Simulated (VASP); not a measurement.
# TaBi (CsCl type) (Pm-3m) in VASP: a series of runs

Runs on TaBi (CsCl type). Level: LDA. Tasks: single point.

Program: VASP 6.6.1. These are calculated values, not measurements. Logs are shortened: lines on timing, memory, paths and dates and some standing lists are left out, and cuts for length are marked.

### 1 The cell of the first run

The structure is cubic, space group Pm-3m (No. 221). The conventional cell has a = 3.140 Å, b = 3.140 Å, c = 3.140 Å, α = 90.00°, β = 90.00°, γ = 90.00°. Within 3.6 Å of Ta (site symmetry m-3m) lie 8 Bi at 2.72 Å and 6 Ta at 3.14 Å. Bi (site symmetry m-3m) has 8 Ta at 2.72 Å and 6 Bi at 3.14 Å within 3.6 Å.

### 2 Single point, LDA (volume scaled by 0.76)

File INCAR:

```
SYSTEM = TaBi
  PREC = Accurate
  ENCUT = 520
  EDIFF = 1E-6
  ISMEAR = -1
  SIGMA = 0.05
  LREAL = .False.
  LASPH = .True.
  NELM = 80
  ALGO = Normal
  ISIF = 2
  LWAVE = .False.
  LCHARG = .False.
  NBANDS = 20
```

File KPOINTS:

```
regular mesh
0
Gamma
  11 11 11
  0 0 0
```

File POSCAR:

```
TaBi
1.0
    3.1401852329      0.0000000000      0.0000000000
    0.0000000000      3.1401852329      0.0000000000
    0.0000000000      0.0000000000      3.1401852329
Ta Bi
1 1
Direct
    0.0000000000      0.0000000000      0.0000000000
    0.5000000000      0.5000000000      0.5000000000
```

Potentials or basis: VASP PAW LDA potentials, release 64 (Ta_pv, Bi_d).

On the command line:

```
> cat potpaw_LDA.64/Ta_pv/POTCAR potpaw_LDA.64/Bi_d/POTCAR > POTCAR
> mpirun -np 1 vasp_std > vasp.out
```

OUTCAR:

```text
SYSTEM = TaBi
   PREC = Accurate
   ENCUT = 520
   EDIFF = 1E-6
   ISMEAR = -1
   LREAL = .False.
   LASPH = .True.
   NELM = 80
   ISIF = 2

 ion  position               nearest neighbor table
   1  0.000  0.000  0.000-   2 2.72   2 2.72   2 2.72   2 2.72   2 2.72   2 2.72   2 2.72   2 2.72

   2  0.500  0.500  0.500-   1 2.72   1 2.72   1 2.72   1 2.72   1 2.72   1 2.72   1 2.72   1 2.72

  LATTYP: Found a simple cubic cell.
 ALAT       =     3.1401852329

  Lattice vectors:

 A1 = (   3.1401852329,   0.0000000000,   0.0000000000)
 A2 = (   0.0000000000,   3.1401852329,   0.0000000000)
 A3 = (   0.0000000000,   0.0000000000,   3.1401852329)

Analysis of symmetry for initial positions (statically):
=====================================================================
 Subroutine PRICEL returns:
 Original cell was already a primitive cell.

 Routine SETGRP: Setting up the symmetry group for a
 simple cubic supercell.

 Subroutine GETGRP returns: Found 48 space group operations
 (whereof 48 operations were pure point group operations)
 out of a pool of 48 trial point group operations.

The static configuration has the point symmetry O_h .

Analysis of symmetry for dynamics (positions and initial velocities):
=====================================================================
 Subroutine PRICEL returns:
 Original cell was already a primitive cell.

 Routine SETGRP: Setting up the symmetry group for a
 simple cubic supercell.

 Subroutine GETGRP returns: Found 48 space group operations
 (whereof 48 operations were pure point group operations)
 out of a pool of 48 trial point group operations.

The dynamic configuration has the point symmetry O_h .

 Subroutine INISYM returns: Found 48 space group operations
 (whereof 48 operations are pure point group operations),
 and found     1 'primitive' translations

----------------------------------------------------------------------------------------

                                     Primitive cell

  volume of cell :      30.9646

  direct lattice vectors                    reciprocal lattice vectors
     3.140185233  0.000000000  0.000000000     0.318452552  0.000000000  0.000000000
     0.000000000  3.140185233  0.000000000     0.000000000  0.318452552  0.000000000
     0.000000000  0.000000000  3.140185233     0.000000000  0.000000000  0.318452552

  length of vectors
     3.140185233  3.140185233  3.140185233     0.318452552  0.318452552  0.318452552

  position of ions in fractional coordinates (direct lattice)
     0.000000000  0.000000000  0.000000000
     0.500000000  0.500000000  0.500000000

  ion indices of the primitive-cell ions
   primitive index   ion index
                 1           1
                 2           2

----------------------------------------------------------------------------------------

 KPOINTS: regular mesh

Automatic generation of k-mesh.
 Grid dimensions read from file:
 generate k-points for:   11   11   11

 Generating k-lattice:

  Cartesian coordinates                     Fractional coordinates (reciprocal lattice)
     0.028950232  0.000000000  0.000000000     0.090909091  0.000000000  0.000000000
     0.000000000  0.028950232  0.000000000     0.000000000  0.090909091  0.000000000
     0.000000000  0.000000000  0.028950232     0.000000000  0.000000000  0.090909091

  Length of vectors
     0.028950232  0.028950232  0.028950232

  Shift w.r.t. Gamma in fractional coordinates (k-lattice)
     0.000000000  0.000000000  0.000000000

 Subroutine IBZKPT returns following result:
 ===========================================

 Found     56 irreducible k-points:

 Following reciprocal coordinates:
            Coordinates               Weight
  0.000000  0.000000  0.000000      1.000000
  0.090909  0.000000  0.000000      6.000000
  0.181818  0.000000  0.000000      6.000000
  0.272727  0.000000  0.000000      6.000000
  0.363636  0.000000  0.000000      6.000000
  0.454545  0.000000  0.000000      6.000000
[... 16 lines left out ...]
  0.181818  0.090909  0.090909     24.000000
  0.272727  0.090909  0.090909     24.000000
 [... further k-points ...]
   k-points           NKPTS =     56   k-points in BZ     NKDIM =     56   number of bands    NBANDS=     20
   number of dos      NEDOS =    301   number of ions     NIONS =      2
   total plane-waves  NPLWV =  13824
   dimension x,y,z NGX =    24 NGY =   24 NGZ =   24
   dimension x,y,z NGXF=    48 NGYF=   48 NGZF=   48
   ions per type =               1   1
   NGX,Y,Z   is equivalent  to a cutoff of  12.71, 12.71, 12.71 a.u.
   NGXF,Y,Z  is equivalent  to a cutoff of  25.41, 25.41, 25.41 a.u.
 SYSTEM =  TaBi
   PREC   = accura    normal or accurate (medium, high low for compatibility)
   ISTART =      0    job   : 0-new  1-cont  2-samecut
   ICHARG =      2    charge: 1-file 2-atom 10-const
   ISPIN  =      1    spin polarized calculation?
   LNONCOLLINEAR =      F non collinear calculations
   LSORBIT =      F    spin-orbit coupling
   LASPH  =      T    aspherical Exc in radial PAW
   ENCUT  =  520.0 eV  38.22 Ry    6.18 a.u.   5.84  5.84  5.84*2*pi/ulx,y,z
   NELM   =     80;   NELMIN=  2; NELMDL= -5     # of ELM steps
   EDIFF  = 0.1E-05   stopping-criterion for ELM
   LREAL  =      F    real-space projection
   EDIFFG = 0.1E-04   stopping-criterion for IOM
   NSW    =      0    number of steps for IOM
   IBRION =     -1    ionic relax: 0-MD 1-quasi-New 2-CG
   NFREE  =      0    steps in history (QN), initial steepest desc. (CG)
   ISIF   =      2    stress and relaxation
   ISYM   =      2    0-nonsym 1-usesym 2-fastsym
   POTIM  = 0.5000    time-step for ionic-motion
   TEBEG  =    0.0;   TEEND  =   0.0 temperature during run
   PSTRESS=    0.0 pullay stress
   NELECT =      26.0000    total number of electrons
   NUPDOWN=      -1.0000    fix difference up-down
   EMIN   =  10.00;   EMAX   =-10.00  energy-range for DOS
   EFERMI =   0.00;   METHOD = LEGACY
   ISMEAR =    -1;   SIGMA  =   0.05  broadening in eV -4-tet -1-fermi 0-gaus
   EFERMI_NEDOS =   21; number of points for ismear=-14 and -15
   IALGO  =     38    algorithm
   IMIX   =      4    mixing-type and parameters
     AMIX     =   0.40;   BMIX     =  1.00
     AMIX_MAG =   1.60;   BMIX_MAG =  1.00
  volume/ion in A,a.u.               =      15.48       104.48
  Fermi-wavevector in a.u.,A,eV,Ry     =   1.544462  2.918611 32.454850  2.385364
  Thomas-Fermi vector in A             =   2.649980
   LORBIT       =      0    0 simple, 1 ext, 2 COOP (PROOUT), +10 PAW based schemes
   GGA     = CA    functional components
   LHFCALC =     F    Hartree Fock is set to
   AEXX    =    0.0000 exact exchange contribution
   IVDW    =     0    specifies the selected vdW correction
   LEPSILON=     F    determine dielectric tensor
   LRPA    =     F    only Hartree local field effects (RPA)
 non-spin polarized calculation
  energy-cutoff  :      520.00
  volume of cell :       30.96
 maximum number of plane-waves:       849
 NGX is ok and might be reduce to    24
   NGX = 11   NGY = 11   NGZ = 11

 number of electron      25.9999995 magnetization

 Free energy of the ion-electron system (eV)
  ---------------------------------------------------
  ext. energy  EPLUGINS =         0.00000000
  ---------------------------------------------------
  free energy    TOTEN  =       -14.60092380 eV

  energy without entropy =      -14.59438702  energy(sigma->0) =      -14.59765541

 E-fermi :  13.6592     XC(G=0): -13.9414

 val. band max:       13.6539498078   @ k =   0.4545   0.4545   0.0000
 cond. band min:      13.7074341707   @ k =   0.4545   0.2727   0.1818
 fundamental gap:      0.0534843630
 Fermi energy:        13.6592494261

 k-point     1 :       0.0000    0.0000    0.0000
  band No.  band energies     occupation
      1     -20.6893      2.00000
      2     -20.6893      2.00000
      3     -20.6893      2.00000
      4     -10.2996      2.00000
      5     -10.2996      2.00000
      6      -9.8563      2.00000
[... 12 lines left out ...]
     19      25.6529      0.00000
     20      25.6529      0.00000

 k-point     2 :       0.0909    0.0000    0.0000
  band No.  band energies     occupation
      1     -20.7287      2.00000
      2     -20.6881      2.00000
      3     -20.6881      2.00000
      4     -10.2954      2.00000
      5     -10.2622      2.00000
      6      -9.8596      2.00000
[... 12 lines left out ...]
     19      24.3623      0.00000
     20      25.9849      0.00000

 k-point     3 :       0.1818    0.0000    0.0000
  band No.  band energies     occupation
      1     -20.8330      2.00000
      2     -20.6852      2.00000
      3     -20.6852      2.00000
      4     -10.2843      2.00000
      5     -10.1615      2.00000
      6      -9.8684      2.00000
[... 12 lines left out ...]
     19      22.9920      0.00000
     20      26.8983      0.00000

 k-point     4 :       0.2727    0.0000    0.0000
  band No.  band energies     occupation
      1     -20.9662      2.00000
      2     -20.6813      2.00000
      3     -20.6813      2.00000
      4     -10.2696      2.00000
      5     -10.0287      2.00000
      6      -9.8797      2.00000
[... 12 lines left out ...]
     19      22.9339      0.00000
     20      27.1186      0.00000

 k-point     5 :       0.3636    0.0000    0.0000
  band No.  band energies     occupation
      1     -21.0857      2.00000
      2     -20.6777      2.00000
      3     -20.6777      2.00000
      4     -10.2560      2.00000
      5      -9.9058      2.00000
      6      -9.8899      2.00000
[... 12 lines left out ...]
     19      22.9082      0.00000
     20      25.1533      0.00000
[... 353 lines left out ...]
      6     -10.0130      2.00000
[... 12 lines left out ...]
     19      22.5696      0.00000
     20      22.7231      0.00000

 k-point    22 :       0.0909    0.0909    0.0909
  band No.  band energies     occupation
      1     -20.7371      2.00000
      2     -20.7188      2.00000
      3     -20.7188      2.00000
      4     -10.2381      2.00000
      5     -10.2381      2.00000
      6      -9.8718      2.00000
[... 12 lines left out ...]
     19      24.5721      0.00000
     20      24.5721      0.00000

 k-point    23 :       0.1818    0.0909    0.0909
  band No.  band energies     occupation
      1     -20.8279      2.00000
      2     -20.7213      2.00000
      3     -20.7158      2.00000
      4     -10.2289      2.00000
      5     -10.1383      2.00000
      6      -9.8918      2.00000
[... 12 lines left out ...]
     19      24.1346      0.00000
     20      25.5141      0.00000

 k-point    24 :       0.2727    0.0909    0.0909
  band No.  band energies     occupation
      1     -20.9564      2.00000
      2     -20.7122      2.00000
      3     -20.7118      2.00000
      4     -10.2169      2.00000
      5     -10.0069      2.00000
      6      -9.9174      2.00000
[... 12 lines left out ...]
     19      24.2771      0.00000
     20      26.0895      0.00000

 [... further k-points ...]

------------------------ aborting loop because EDIFF is reached ----------------------------------------

  FORCE on cell =-STRESS in cart. coord.  units (eV):
  Direction    XX          YY          ZZ          XY          YZ          ZX
  --------------------------------------------------------------------------------------
  -------------------------------------------------------------------------------------
  Total       14.7950476     14.7950476     14.7950476      0.0000000     -0.0000000      0.0000000
  in kB      765.5281180    765.5281180    765.5281180      0.0000000     -0.0000000      0.0000000
  external PRESSURE =     765.5281180 kB  Pullay stress =       0.0000000 kB

 VOLUME and BASIS-vectors are now :
 -----------------------------------------------------------------------------
  energy-cutoff  :      520.00
  volume of cell :       30.96
      direct lattice vectors                 reciprocal lattice vectors
     3.140185233  0.000000000  0.000000000     0.318452552  0.000000000  0.000000000
     0.000000000  3.140185233  0.000000000     0.000000000  0.318452552  0.000000000
     0.000000000  0.000000000  3.140185233     0.000000000  0.000000000  0.318452552

 POSITION                                       TOTAL-FORCE (eV/Angst)
 -----------------------------------------------------------------------------------
      0.00000      0.00000      0.00000         0.000000      0.000000      0.000000
      1.57009      1.57009      1.57009         0.000000      0.000000      0.000000
 -----------------------------------------------------------------------------------
    total drift:                                0.000000      0.000000     -0.000000

  FREE ENERGIE OF THE ION-ELECTRON SYSTEM (eV)
  ---------------------------------------------------
  free  energy   TOTEN  =       -14.6009238001 eV

  energy  without entropy=      -14.5943870172  energy(sigma->0) =      -14.59765541
```

Run time: 7.9 s. Hardware: 1 thread of Intel Xeon 6975P-C (Granite Rapids), shared host; peak memory 0.15 GiB.

What came out:

* Free energy: -14.6009 eV
* Pressure: 76.6 GPa
* Band gap on the k mesh: zero (band 13 reaches 16.53 eV, above the bottom of band 14 at 12.77 eV)

Caveat: spin-orbit coupling is left out, which moves the levels of the heavy elements.

### 3 Single point, LDA (volume scaled by 0.76)

File INCAR:

```
PREC     = Accurate       # precision mode
ENCUT    = 520            # plane-wave cutoff, eV
EDIFF    = 1E-6           # SCF threshold, eV
ISMEAR   = -1             # smearing method
SIGMA    = 0.05           # smearing width, eV
LREAL    = False          # projectors in reciprocal space
LASPH    = True           # aspherical terms in the spheres
NELM     = 80             # most SCF steps
ALGO     = Normal         # electronic algorithm
ISIF     = 2              # what is computed and relaxed
LWAVE    = False          # write WAVECAR
LCHARG   = False          # write CHGCAR
GGA      = CA             # functional
NBANDS   = 20             # bands
```

File KPOINTS:

```
regular mesh
0
Gamma
  11 11 11
```

POSCAR is that of step 2.

Potentials or basis: VASP PAW LDA potentials, release 64 (Ta_pv, Bi_d).

On the command line:

```
> cat potpaw_LDA.64/Ta_pv/POTCAR potpaw_LDA.64/Bi_d/POTCAR > POTCAR
> mpirun -np 1 vasp_std > vasp.out
```

OUTCAR:

```text
PREC = Accurate
   ENCUT = 520
   EDIFF = 1E-6
   ISMEAR = -1
   LREAL = False
   LASPH = True
   NELM = 80
   ISIF = 2
   GGA = CA

 ion  position               nearest neighbor table
   1  0.000  0.000  0.000-   2 2.72   2 2.72   2 2.72   2 2.72   2 2.72   2 2.72   2 2.72   2 2.72

   2  0.500  0.500  0.500-   1 2.72   1 2.72   1 2.72   1 2.72   1 2.72   1 2.72   1 2.72   1 2.72

  LATTYP: Found a simple cubic cell.
 ALAT       =     3.1401852329

  Lattice vectors:

 A1 = (   3.1401852329,   0.0000000000,   0.0000000000)
 A2 = (   0.0000000000,   3.1401852329,   0.0000000000)
 A3 = (   0.0000000000,   0.0000000000,   3.1401852329)

Analysis of symmetry for initial positions (statically):
=====================================================================
 Subroutine PRICEL returns:
 Original cell was already a primitive cell.

 Routine SETGRP: Setting up the symmetry group for a
 simple cubic supercell.

 Subroutine GETGRP returns: Found 48 space group operations
 (whereof 48 operations were pure point group operations)
 out of a pool of 48 trial point group operations.
[... 151 lines left out ...]
   NGX = 11   NGY = 11   NGZ = 11

 number of electron      25.9999995 magnetization

 Free energy of the ion-electron system (eV)
  ---------------------------------------------------
  ext. energy  EPLUGINS =         0.00000000
  ---------------------------------------------------
  free energy    TOTEN  =       -14.60092380 eV

  energy without entropy =      -14.59438702  energy(sigma->0) =      -14.59765541

 E-fermi :  13.6592     XC(G=0): -13.9414

 val. band max:       13.6539498078   @ k =   0.4545   0.4545   0.0000
 cond. band min:      13.7074341707   @ k =   0.4545   0.2727   0.1818
 fundamental gap:      0.0534843630
 Fermi energy:        13.6592494261

 k-point     1 :       0.0000    0.0000    0.0000
  band No.  band energies     occupation
      1     -20.6893      2.00000
      2     -20.6893      2.00000
      3     -20.6893      2.00000
      4     -10.2996      2.00000
      5     -10.2996      2.00000
      6      -9.8563      2.00000
[... 541 lines left out ...]
     19      24.2771      0.00000
     20      26.0895      0.00000

 [... further k-points ...]
[... 5 lines left out ...]
  --------------------------------------------------------------------------------------
  -------------------------------------------------------------------------------------
  Total       14.7950476     14.7950476     14.7950476      0.0000000     -0.0000000      0.0000000
  in kB      765.5281180    765.5281180    765.5281180      0.0000000     -0.0000000      0.0000000
  external PRESSURE =     765.5281180 kB  Pullay stress =       0.0000000 kB

 VOLUME and BASIS-vectors are now :
 -----------------------------------------------------------------------------
  energy-cutoff  :      520.00
  volume of cell :       30.96
      direct lattice vectors                 reciprocal lattice vectors
     3.140185233  0.000000000  0.000000000     0.318452552  0.000000000  0.000000000
     0.000000000  3.140185233  0.000000000     0.000000000  0.318452552  0.000000000
     0.000000000  0.000000000  3.140185233     0.000000000  0.000000000  0.318452552

 POSITION                                       TOTAL-FORCE (eV/Angst)
 -----------------------------------------------------------------------------------
      0.00000      0.00000      0.00000         0.000000      0.000000      0.000000
      1.57009      1.57009      1.57009         0.000000      0.000000      0.000000
 -----------------------------------------------------------------------------------
    total drift:                                0.000000      0.000000     -0.000000

  FREE ENERGIE OF THE ION-ELECTRON SYSTEM (eV)
  ---------------------------------------------------
  free  energy   TOTEN  =       -14.6009238001 eV

  energy  without entropy=      -14.5943870172  energy(sigma->0) =      -14.59765541
```

OSZICAR:

```text
N       E                     dE             d eps       ncg     rms          rms(c)
DAV:   1     0.244785800537E+03    0.24479E+03   -0.14419E+04  2248   0.176E+03
DAV:   2    -0.142127209157E+01   -0.24621E+03   -0.23947E+03  2280   0.440E+02
DAV:   3    -0.147676219037E+02   -0.13346E+02   -0.13121E+02  2748   0.104E+02
DAV:   4    -0.150535652055E+02   -0.28594E+00   -0.28536E+00  2596   0.145E+01
DAV:   5    -0.150628206091E+02   -0.92554E-02   -0.92547E-02  2932   0.266E+00    0.193E+01
DAV:   6    -0.147135322352E+02    0.34929E+00   -0.35996E-01  2544   0.590E+00    0.980E+00
DAV:   7    -0.146071899537E+02    0.10634E+00   -0.16005E-01  2972   0.487E+00    0.143E+00
DAV:   8    -0.146012282186E+02    0.59617E-02   -0.85095E-03  3028   0.831E-01    0.143E-01
DAV:   9    -0.146009298403E+02    0.29838E-03   -0.78277E-04  3040   0.408E-01    0.307E-02
DAV:  10    -0.146009243125E+02    0.55278E-05   -0.32463E-05  2976   0.606E-02    0.140E-02
DAV:  11    -0.146009238001E+02    0.51238E-06   -0.27989E-06  2584   0.236E-02
   1 F= -.14600924E+02 E0= -.14597655E+02  d E =-.653678E-02
```

stdout:

```text
POSCAR found type information on POSCAR TaBi
 POSCAR found :  2 types and       2 ions
 scaLAPACK will be used
 LDA part: xc-table for (Slater(with rela. corr.)+CA(PZ))
 , standard interpolation
 POSCAR, INCAR and KPOINTS ok, starting setup
 FFT: planning ... GRIDC
 FFT: planning ... GRID_SOFT
 FFT: planning ... GRID
 WAVECAR not read
 entering main loop
```

Run time: 7.5 s. Hardware: 1 thread of Intel Xeon 6975P-C (Granite Rapids), shared host; peak memory 0.15 GiB.

Results:

```
Free energy            : -14.6009 eV
Pressure               : 76.6 GPa
Band gap on the k mesh : zero (band 13 reaches 16.53 eV, above the bottom of band 14 at 12.77 eV)
```

Caveat: spin-orbit coupling is left out, which moves the levels of the heavy elements.
